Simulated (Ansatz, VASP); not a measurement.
**HfH3: VASP beside Ansatz**

```
Hf H
1.0
    -1.52651    1.52651    3.03403
     1.52651   -1.52651    3.03403
     1.52651    1.52651   -3.03403
Hf H
1 3
Cartesian
  0.0000 0.0000 0.0000
  0.0000 1.5265 1.5170
  1.5265 0.0000 1.5170
  0.0000 0.0000 3.0340
```

Alike in both runs: task relaxation of cell and atoms; functional LDA; k mesh 12 × 12 × 12; no spin polarisation.

```csv
,VASP,Ansatz
version,VASP 6.6.1,Ansatz 0.2.0
potentials or method,"VASP PAW LDA potentials, release 64 (Hf_pv, H)","plane waves, PAW"
plane-wave cutoff (eV),600,420
occupations,"methfessel-paxton of order 1, width 0.1 eV","cold, width 0.1 eV"
valence electrons in the cell,13,29
```

Ansatz gave:

- relaxed volume (Å³/atom): 6.67
- relaxed length of the cell vector where the two differ most in proportion (Å): 3.617

Q: Estimate VASP's values.

A: Relaxed volume (Å³/atom): 6.66; relaxed length of the cell vector where the two differ most in proportion (Å): 3.612.

LDA's correlation is that of Perdew and Zunger in VASP and of Perdew and Wang (1992) in Ansatz. VASP's potentials hold 13 valence electrons a cell and Ansatz's 29, so a difference there can come from the potentials and not from the codes.

Neither program's run includes spin-orbit coupling.
